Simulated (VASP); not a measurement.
Write the native input for VASP 6.6.1 that does the following.

```
Task                            : G0W0 quasiparticle levels
Functional                      : LDA
Potentials or basis             : VASP PAW LDA potentials, release 64 (B_GW, As_GW)
Cutoff                          : 500 eV
k mesh                          : 4 × 4 × 4
Occupations                     : gaussian, width 0.01 eV
Spin                            : no spin polarisation
Dipole correction               : no
GW scheme                       : G0W0
GW iterations                   : 1
Cutoff of the response function : 80
Frequency points                : 48
Empty bands                     : 60
Further INCAR settings          : ALGO = EVGW0; EDIFF = 1e-08; NBANDS = 64
```

The system is BAs.

```
CELL_PARAMETERS angstrom
0.00000 2.39187 2.39187
2.39187 0.00000 2.39187
2.39187 2.39187 0.00000
ATOMIC_POSITIONS crystal
B 0.00000 0.00000 0.00000
As 0.25000 0.25000 0.25000
```

These files were run (other wordings do the same):

POSCAR

```
BAs
1.0
    0.0000000000      2.3918676038      2.3918676038
    2.3918676038      0.0000000000      2.3918676038
    2.3918676038      2.3918676038      0.0000000000
B As
1 1
Direct
    0.0000000000      0.0000000000      0.0000000000
    0.2500000000      0.2500000000      0.2500000000
```

INCAR.step1

```
  ALGO = Normal
  EDIFF = 1E-8
  ENCUT = 500
  ISMEAR = 0
  LASPH = True
  LCHARG = False
  LREAL = False
  LWAVE = True
  NELM = 80
  PREC = Accurate
  SIGMA = 0.01
```

INCAR.step2

```
  ALGO = Exact
  EDIFF = 1E-8
  ENCUT = 500
  ISMEAR = 0
  ISTART = 1
  LASPH = True
  LCHARG = False
  LOPTICS = True
  LREAL = False
  LWAVE = True
  NBANDS = 64
  NELM = 1
  PREC = Accurate
  SIGMA = 0.01
```

INCAR.step3

```
  ALGO = EVGW0
  EDIFF = 1E-8
  ENCUT = 500
  ENCUTGW = 80.0
  ISMEAR = 0
  ISTART = 1
  LASPH = True
  LCHARG = False
  LREAL = False
  LWAVE = False
  NBANDS = 64
  NBANDSGW = 12
  NELMGW = 1
  NOMEGA = 48
  PREC = Accurate
  PRECFOCK = Fast
  SIGMA = 0.01
```

KPOINTS

```
k-points
0
Gamma
  4 4 4
```

Potentials or basis: VASP PAW LDA potentials, release 64 (B_GW, As_GW).

The run is started by

```sh
$ cat potpaw_LDA.64/B_GW/POTCAR potpaw_LDA.64/As_GW/POTCAR > POTCAR
$ cp INCAR.step1 INCAR
$ mpirun -np 1 vasp_std > vasp.out
$ cp INCAR.step2 INCAR
$ mpirun -np 1 vasp_std > vasp.out
$ cp INCAR.step3 INCAR
$ mpirun -np 1 vasp_std > vasp.out
```

It gave:

```yaml
Band_gap_on_the_k_mesh_mean-field_level: 1.32 eV, indirect (least direct gap 3.23 eV)
Quasiparticle_gap: 1.83 eV
Least_direct_quasiparticle_gap: 3.95 eV
```

Caveat: the k points lie up to 0.57 Å⁻¹ apart; bands, screening cutoff and mesh are small and nothing is extrapolated, so the quasiparticle values aren't converged.

Wall time 17 s on 1 thread of Intel(R) Xeon(R) 6975P-C (Granite Rapids) (shared host), peak memory 0.23 GiB.
